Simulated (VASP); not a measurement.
ZnH2, 3 atoms in the cell. Symmetry: P-4m2, No. 115, tetragonal system. The conventional cell has a = 2.875 Å, b = 2.875 Å, c = 3.615 Å, α = 90.00°, β = 90.00°, γ = 90.00°. Zn (site symmetry -4m2) has 4 H at 1.70 Å within 2.3 Å. Within 2.3 Å of H (site symmetry 2mm) lie 2 Zn at 1.70 Å. 

| Item | Value |
| --- | --- |
| Program | VASP 6.6.1 |
| Task | single point |
| Functional | PBE |
| Potentials or basis | VASP PAW PBE potentials, release 64 (Zn, H) |
| Cutoff | 520 eV |
| k mesh | 6 × 6 × 6 |
| Occupations | gaussian, width 0.1 eV |
| Spin | no spin polarisation |
| Dipole correction | no |
| Further INCAR settings | ALGO = Normal; EDIFF = 1e-06; NBANDS = 14 |

Potentials or basis: VASP PAW PBE potentials, release 64 (Zn, H).

Command:

```sh
$ cat potpaw_PBE.64/Zn/POTCAR potpaw_PBE.64/H/POTCAR > POTCAR
$ mpirun -np 1 vasp_std > vasp.out
```

Hardware: 1 thread of AMD EPYC 7R43 64-Core Processor (Zen 3), on a shared host.

Problem. How long does it take, and how much memory?

Solution. It took 18 s on 1 thread of AMD EPYC 7R43 64-Core Processor (Zen 3), with other jobs on the host, peak memory 0.11 GiB. Counts: scf iterations 13, k points 40.
